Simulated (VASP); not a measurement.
# Tl (Fm-3m) in VASP: a series of runs, part 2 of 2

VASP 6.6.1.

**6. Single point, PBE (volume scaled by 1.08)**

The input, INCAR:

```
PREC = Accurate
ENCUT = 520
EDIFF = 1E-7
ISMEAR = -1
SIGMA = 0.1
LREAL = False
LASPH = True
NELM = 80
ALGO = Normal
ISIF = 2
LWAVE = False
LCHARG = False
GGA = PE
NBANDS = 12
```

The input, KPOINTS:

```
regular mesh
0
Gamma
  12 12 12
```

The input, POSCAR:

```
Tl
1.0
    0.0000000000      2.5652173482      2.5652173482
    2.5652173482      0.0000000000      2.5652173482
    2.5652173482      2.5652173482      0.0000000000
Tl
1
Direct
    0.0000000000      0.0000000000      0.0000000000
```

Potentials or basis: VASP PAW PBE potentials, release 64 (Tl_d).

Started as:

```bash
cat potpaw_PBE.64/Tl_d/POTCAR > POTCAR
mpirun -np 1 vasp_std > vasp.out
```

OUTCAR:

```text
PREC = Accurate
   ENCUT = 520
   EDIFF = 1E-7
   ISMEAR = -1
   LREAL = False
   LASPH = True
   NELM = 80
   ISIF = 2
   GGA = PE

 ion  position               nearest neighbor table
   1  0.000  0.000  0.000-

  LATTYP: Found a face centered cubic cell.
 ALAT       =     5.1304346964

  Lattice vectors:

 A1 = (   0.0000000000,   2.5652173482,   2.5652173482)
 A2 = (   2.5652173482,   0.0000000000,   2.5652173482)
 A3 = (   2.5652173482,   2.5652173482,   0.0000000000)

Analysis of symmetry for initial positions (statically):
=====================================================================
 Subroutine PRICEL returns:
 Original cell was already a primitive cell.

 Routine SETGRP: Setting up the symmetry group for a
 face centered cubic supercell.

 Subroutine GETGRP returns: Found 48 space group operations
 (whereof 48 operations were pure point group operations)
 out of a pool of 48 trial point group operations.

The static configuration has the point symmetry O_h .

Analysis of symmetry for dynamics (positions and initial velocities):
=====================================================================
 Subroutine PRICEL returns:
 Original cell was already a primitive cell.

 Routine SETGRP: Setting up the symmetry group for a
 face centered cubic supercell.

 Subroutine GETGRP returns: Found 48 space group operations
 (whereof 48 operations were pure point group operations)
 out of a pool of 48 trial point group operations.

The dynamic configuration has the point symmetry O_h .

 Subroutine INISYM returns: Found 48 space group operations
 (whereof 48 operations are pure point group operations),
 and found     1 'primitive' translations

----------------------------------------------------------------------------------------

                                     Primitive cell

  volume of cell :      33.7600

  direct lattice vectors                    reciprocal lattice vectors
     0.000000000  2.565217348  2.565217348    -0.194915258  0.194915258  0.194915258
     2.565217348  0.000000000  2.565217348     0.194915258 -0.194915258  0.194915258
     2.565217348  2.565217348  0.000000000     0.194915258  0.194915258 -0.194915258

  length of vectors
     3.627765164  3.627765164  3.627765164     0.337603129  0.337603129  0.337603129

  position of ions in fractional coordinates (direct lattice)
     0.000000000  0.000000000  0.000000000

  ion indices of the primitive-cell ions
   primitive index   ion index
                 1           1

----------------------------------------------------------------------------------------

 KPOINTS: regular mesh

Automatic generation of k-mesh.
 Grid dimensions read from file:
 generate k-points for:   12   12   12

 Generating k-lattice:

  Cartesian coordinates                     Fractional coordinates (reciprocal lattice)
    -0.016242938  0.016242938  0.016242938     0.083333333  0.000000000  0.000000000
     0.016242938 -0.016242938  0.016242938     0.000000000  0.083333333  0.000000000
     0.016242938  0.016242938 -0.016242938     0.000000000  0.000000000  0.083333333

  Length of vectors
     0.028133594  0.028133594  0.028133594

  Shift w.r.t. Gamma in fractional coordinates (k-lattice)
     0.000000000  0.000000000  0.000000000

 Subroutine IBZKPT returns following result:
 ===========================================

 Found     72 irreducible k-points:

 Following reciprocal coordinates:
            Coordinates               Weight
  0.000000  0.000000  0.000000      1.000000
  0.083333  0.000000  0.000000      8.000000
  0.166667  0.000000  0.000000      8.000000
  0.250000  0.000000  0.000000      8.000000
  0.333333  0.000000  0.000000      8.000000
  0.416667  0.000000  0.000000      8.000000
[... 16 lines left out ...]
  0.500000  0.166667  0.000000     24.000000
 -0.416667  0.166667  0.000000     24.000000
 [... further k-points ...]
   k-points           NKPTS =     72   k-points in BZ     NKDIM =     72   number of bands    NBANDS=     12
   number of dos      NEDOS =    301   number of ions     NIONS =      1
   total plane-waves  NPLWV =  21952
   dimension x,y,z NGX =    28 NGY =   28 NGZ =   28
   dimension x,y,z NGXF=    56 NGYF=   56 NGZF=   56
   ions per type =               1
   NGX,Y,Z   is equivalent  to a cutoff of  12.83, 12.83, 12.83 a.u.
   NGXF,Y,Z  is equivalent  to a cutoff of  25.66, 25.66, 25.66 a.u.
 SYSTEM =  unknown system
   PREC   = accura    normal or accurate (medium, high low for compatibility)
   ISTART =      0    job   : 0-new  1-cont  2-samecut
   ICHARG =      2    charge: 1-file 2-atom 10-const
   ISPIN  =      1    spin polarized calculation?
   LNONCOLLINEAR =      F non collinear calculations
   LSORBIT =      F    spin-orbit coupling
   LASPH  =      T    aspherical Exc in radial PAW
   ENCUT  =  520.0 eV  38.22 Ry    6.18 a.u.   6.75  6.75  6.75*2*pi/ulx,y,z
   NELM   =     80;   NELMIN=  2; NELMDL= -5     # of ELM steps
   EDIFF  = 0.1E-06   stopping-criterion for ELM
   LREAL  =      F    real-space projection
   EDIFFG = 0.1E-05   stopping-criterion for IOM
   NSW    =      0    number of steps for IOM
   IBRION =     -1    ionic relax: 0-MD 1-quasi-New 2-CG
   NFREE  =      0    steps in history (QN), initial steepest desc. (CG)
   ISIF   =      2    stress and relaxation
   ISYM   =      2    0-nonsym 1-usesym 2-fastsym
   POTIM  = 0.5000    time-step for ionic-motion
   TEBEG  =    0.0;   TEEND  =   0.0 temperature during run
   PSTRESS=    0.0 pullay stress
   NELECT =      13.0000    total number of electrons
   NUPDOWN=      -1.0000    fix difference up-down
   EMIN   =  10.00;   EMAX   =-10.00  energy-range for DOS
   EFERMI =   0.00;   METHOD = LEGACY
   ISMEAR =    -1;   SIGMA  =   0.10  broadening in eV -4-tet -1-fermi 0-gaus
   EFERMI_NEDOS =   21; number of points for ismear=-14 and -15
   IALGO  =     38    algorithm
   IMIX   =      4    mixing-type and parameters
     AMIX     =   0.40;   BMIX     =  1.00
     AMIX_MAG =   1.60;   BMIX_MAG =  1.00
  volume/ion in A,a.u.               =      33.76       227.82
  Fermi-wavevector in a.u.,A,eV,Ry     =   1.191027  2.250716 19.300496  1.418546
  Thomas-Fermi vector in A             =   2.327099
   LORBIT       =      0    0 simple, 1 ext, 2 COOP (PROOUT), +10 PAW based schemes
   GGA     = PE    functional components
   LHFCALC =     F    Hartree Fock is set to
   AEXX    =    0.0000 exact exchange contribution
   IVDW    =     0    specifies the selected vdW correction
   LEPSILON=     F    determine dielectric tensor
   LRPA    =     F    only Hartree local field effects (RPA)
 non-spin polarized calculation
  energy-cutoff  :      520.00
  volume of cell :       33.76
 maximum number of plane-waves:       934
   NGX = 13   NGY = 13   NGZ = 13

 number of electron      12.9999998 magnetization

 Free energy of the ion-electron system (eV)
  ---------------------------------------------------
  ext. energy  EPLUGINS =         0.00000000
  ---------------------------------------------------
  free energy    TOTEN  =        -2.20223727 eV

  energy without entropy =       -2.17851766  energy(sigma->0) =       -2.19037746

 E-fermi :   4.9480     XC(G=0):  -9.3860

 val. band max:        4.8708564638   @ k =  -0.3333   0.4167   0.1667
 cond. band min:       4.9645198881   @ k =  -0.4167   0.4167   0.1667
 fundamental gap:      0.0936634242
 Fermi energy:         4.9479794044

 k-point     1 :       0.0000    0.0000    0.0000
  band No.  band energies     occupation
      1      -6.4655      2.00000
      2      -6.4655      2.00000
      3      -6.4655      2.00000
      4      -6.2875      2.00000
      5      -6.2875      2.00000
      6      -4.0403      2.00000
      7      13.8669      0.00000
      8      13.8669      0.00000
      9      13.8669      0.00000
     10      15.6423      0.00000
     11      17.2709      0.00000
     12      18.5656      0.00000
[... 331 lines left out ...]
 k-point    24 :      -0.4167    0.1667    0.0000
  band No.  band energies     occupation
      1      -6.5189      2.00000
      2      -6.4464      2.00000
      3      -6.3817      2.00000
      4      -6.2000      2.00000
      5      -6.1458      2.00000
      6      -0.1411      2.00000
      7       3.3604      2.00000
      8       8.9421      0.00000
      9      11.3247      0.00000
     10      13.9375      0.00000
     11      17.9034      0.00000
     12      18.6660      0.00000

 [... further k-points ...]

------------------------ aborting loop because EDIFF is reached ----------------------------------------

  FORCE on cell =-STRESS in cart. coord.  units (eV):
  Direction    XX          YY          ZZ          XY          YZ          ZX
  --------------------------------------------------------------------------------------
  -------------------------------------------------------------------------------------
  Total       -0.3627792     -0.3627792     -0.3627792     -0.0000000      0.0000000     -0.0000000
  in kB      -17.2167240    -17.2167240    -17.2167240     -0.0000000      0.0000000     -0.0000000
  external PRESSURE =     -17.2167240 kB  Pullay stress =       0.0000000 kB

 VOLUME and BASIS-vectors are now :
 -----------------------------------------------------------------------------
  energy-cutoff  :      520.00
  volume of cell :       33.76
      direct lattice vectors                 reciprocal lattice vectors
     0.000000000  2.565217348  2.565217348    -0.194915258  0.194915258  0.194915258
     2.565217348  0.000000000  2.565217348     0.194915258 -0.194915258  0.194915258
     2.565217348  2.565217348  0.000000000     0.194915258  0.194915258 -0.194915258

 POSITION                                       TOTAL-FORCE (eV/Angst)
 -----------------------------------------------------------------------------------
      0.00000      0.00000      0.00000        -0.000000      0.000000     -0.000000
 -----------------------------------------------------------------------------------
    total drift:                               -0.000000     -0.000000     -0.000000

  FREE ENERGIE OF THE ION-ELECTRON SYSTEM (eV)
  ---------------------------------------------------
  free  energy   TOTEN  =        -2.2022372659 eV

  energy  without entropy=       -2.1785176562  energy(sigma->0) =       -2.19037746
```

OSZICAR:

```text
N       E                     dE             d eps       ncg     rms          rms(c)
DAV:   1     0.491723825950E+02    0.49172E+02   -0.65121E+03  1808   0.916E+02
DAV:   2    -0.166631055687E+01   -0.50839E+02   -0.49937E+02  1948   0.207E+02
DAV:   3    -0.221645850110E+01   -0.55015E+00   -0.54976E+00  2080   0.198E+01
DAV:   4    -0.221917178242E+01   -0.27133E-02   -0.27131E-02  2044   0.160E+00
DAV:   5    -0.221920748177E+01   -0.35699E-04   -0.35699E-04  2080   0.180E-01    0.128E+00
DAV:   6    -0.220444396022E+01    0.14764E-01   -0.25198E-02  2060   0.142E+00    0.955E-01
DAV:   7    -0.220225095774E+01    0.21930E-02   -0.80375E-03  2024   0.794E-01    0.456E-01
DAV:   8    -0.220222944932E+01    0.21508E-04   -0.31229E-04  2040   0.166E-01    0.283E-02
DAV:   9    -0.220223468482E+01   -0.52355E-05   -0.52015E-06  2024   0.194E-02    0.983E-03
DAV:  10    -0.220223728589E+01   -0.26011E-05   -0.22148E-06  2044   0.136E-02    0.657E-04
DAV:  11    -0.220223726588E+01    0.20002E-07   -0.34957E-08  1364   0.118E-03
   1 F= -.22022373E+01 E0= -.21903775E+01  d E =-.237196E-01
```

Run time: 19 s. Hardware: 1 thread of Intel Xeon Platinum 8259CL at 2.50GHz (Skylake/Cascade Lake), shared host; peak memory 0.17 GiB.

What came out:

```yaml
Free_energy: -2.2022 eV
Pressure: -1.7 GPa
```

Caveat: spin-orbit coupling is left out, which moves the levels of the heavy elements.

**7. The runs side by side**

```csv
cell,gap on the mesh (eV),pressure (GPa)
"a = 3.439 Å, angles 60.0°, 1 atom",none,2.7
"a = 3.488 Å, angles 60.0°, 1 atom",none,1.1
"a = 3.536 Å, angles 60.0°, 1 atom",none,-0.1
"a = 3.582 Å, angles 60.0°, 1 atom",none,-1.0
"a = 3.628 Å, angles 60.0°, 1 atom",none,-1.7
```

Alike in all rows: task single point; level PBE; potentials or basis VASP PAW PBE potentials, release 64 (Tl_d); no spin polarisation; k mesh 12 × 12 × 12; cutoff (eV) 520; smearing fermi-dirac 0.1 eV.

Caveats: spin-orbit coupling is left out, which moves the levels of the heavy elements.

Total energies depend on the potentials used, so only differences within one code and one set of settings carry meaning.
